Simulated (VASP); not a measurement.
Here is a VASP 6.6.1 calculation.

Contents of INCAR:

```
PREC = Accurate ; ENCUT = 520
EDIFF = 1E-6 ; ISMEAR = 0
SIGMA = 0.005 ; LREAL = False
LASPH = True ; NELM = 60
ALGO = Normal ; ISIF = 2
LWAVE = False ; LCHARG = False
GGA = PS ; NBANDS = 9
```

File KPOINTS:

```
regular mesh
0
Gamma
  7 7 4
```

Contents of POSCAR:

```
Mg
1.0
    3.2093000000      0.0000000000      0.0000000000
   -1.6046500000      2.7793353284      0.0000000000
    0.0000000000      0.0000000000      5.2103000000
Mg
2
Direct
    0.6716710000      0.3385810000      0.7543150000
    0.3365900000      0.6809960000      0.2431600000
```

Potentials or basis: VASP PAW PBE potentials, release 64 (Mg).

Command:

```sh
$ cat potpaw_PBE.64/Mg/POTCAR > POTCAR
$ mpirun -np 1 vasp_std > vasp.out
```

(1) Predict the largest force.

(2) What does it give for the pressure?

(3) Estimate the band gap on the k mesh.

## Answers

(1) 0.190 eV/Å.

(2) -0.9 GPa.

(3) zero (bands 2 and 3 overlap by 2.02 eV).

Caveat: the PAW data sets were made with another functional, which shifts forces and pressure a little.
